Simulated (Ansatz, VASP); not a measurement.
Ge: VASP beside Ansatz

```
Ge
1.0
     0.00000    2.84057    2.84057
     2.84057    0.00000    2.84057
     2.84057    2.84057    0.00000
Ge
2
Direct
  0.50000 0.50000 0.50000
  0.75000 0.75000 0.75000
```

Alike in both runs: task single point; functional r2SCAN; k mesh 14 × 14 × 14; occupations gaussian, width 0.1 eV; no spin polarisation.

|  | VASP | Ansatz |
| --- | --- | --- |
| version | VASP 6.6.1 | Ansatz 0.2.0 |
| potentials or method | VASP PAW PBE potentials, release 64 (Ge_d), cutoff 520 eV | scalar-relativistic, plane waves, PAW |
| valence electrons in the cell | 28 | 28 |

```tsv
	VASP	Ansatz	Ansatz less VASP
gap on the k mesh at the Fermi level (eV)	0.28	0.32	+0.038
least direct gap on the mesh (eV)	0.28	0.32	+0.038
pressure (GPa)	-0.2	-0.2	-0.05
```

VASP's potentials were made for PBE, not for r2SCAN.
